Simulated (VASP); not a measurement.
Here is a VASP 6.6.1 calculation.

File POSCAR:

```
BaZrO3
1.0
    4.3409195222      0.0000000000      0.0000000000
    0.0000000000      4.3409195222      0.0000000000
    0.0000000000      0.0000000000      4.3409195222
Ba Zr O
1 1 3
Direct
    0.0000000000      0.0000000000      0.0000000000
    0.5000000000      0.5000000000      0.5000000000
    0.0000000000      0.5000000000      0.5000000000
    0.5000000000      0.0000000000      0.5000000000
    0.5000000000      0.5000000000      0.0000000000
```

INCAR.step1

```
SYSTEM = BaZrO3
PREC = Accurate
ENCUT = 520
ISMEAR = 0
SIGMA = 0.02
LREAL = .False.
LASPH = .True.
NELM = 100
NBANDS = 28
GGA = PE
ALGO = Normal
EDIFF = 1E-4
LWAVE = .True.
LCHARG = .False.
```

The input INCAR.step2:

```
SYSTEM = BaZrO3
PREC = Accurate
ENCUT = 520
EDIFF = 1E-7
ISMEAR = 0
SIGMA = 0.02
LREAL = .False.
LASPH = .True.
NELM = 100
ALGO = Normal
ISIF = 2
LWAVE = .False.
LCHARG = .False.
METAGGA = R2SCAN
LMIXTAU = .True.
NBANDS = 28
ISTART = 1
```

Contents of KPOINTS:

```
Automatic mesh
0
Gamma
  6 6 6
  0 0 0
```

Potentials or basis: VASP PAW PBE potentials, release 64 (Ba_sv, Zr_sv, O).

Run with:

```bash
$ cat potpaw_PBE.64/Ba_sv/POTCAR potpaw_PBE.64/Zr_sv/POTCAR potpaw_PBE.64/O/POTCAR > POTCAR
$ cp INCAR.step1 INCAR
$ mpirun -np 1 vasp_std > vasp.out
$ cp INCAR.step2 INCAR
$ mpirun -np 1 vasp_std > vasp.out
```

Q: Predict the band gap on the k mesh.

A: 3.43 eV, indirect (least direct gap 3.76 eV).

Q: Predict the pressure.

A: -12.0 GPa.

Caveat: the PAW data sets were made with another functional, which shifts forces and pressure a little; spin-orbit coupling is left out, which moves the levels of the heavy elements. A k mesh can miss the band edges.
